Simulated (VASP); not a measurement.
## As: single point with PBE

As:

```xyz
7
Lattice="5.3687 0.0000 0.0000 0.0000 5.3687 0.0000 0.0000 0.0000 5.3687" Properties=species:S:1:pos:R:3 pbc="T T T"
As    2.6843    2.6843    0.0000
As    0.0000    2.6843    2.6843
As    2.6843    0.0000    2.6843
As    2.6843    2.6843    2.6843
As    2.6843    0.0000    0.0000
As    0.0000    2.6843    0.0000
As    0.0000    0.0000    2.6843
```

| Item | Value |
| --- | --- |
| Program | VASP 6.6.1 |
| Task | single point |
| Functional | PBE |
| Potentials or basis | VASP PAW PBE potentials, release 64 (As) |
| Cutoff | 520 eV |
| k mesh | 8 × 8 × 8 |
| Occupations | gaussian, width 0.1 eV |
| Spin | no spin polarisation |
| Dipole correction | no |
| Further INCAR settings | ALGO = Normal; EDIFF = 1e-06; NBANDS = 26 |

* Pressure: 0.1 GPa

Levels at points of the mesh, in eV from the Fermi level:
```tsv
k point	band 16	band 17	band 18	band 19	band 20	band 21
(0.00, 0.00, 0.00)	-3.14	0.35	0.35	0.35	3.02	3.02
(0.50, 0.00, 0.00)	-0.43	-0.43	-0.30	0.40	0.53	2.09
(0.50, 0.50, 0.00)	-1.15	-0.91	-0.14	-0.14	0.62	0.81
(0.50, 0.50, 0.50)	-0.68	-0.58	-0.58	-0.58	0.29	0.29
```

Run time: 37 s on 1 thread of Intel(R) Xeon(R) 6975P-C (Granite Rapids), with other jobs on the host, peak memory 0.27 GiB.
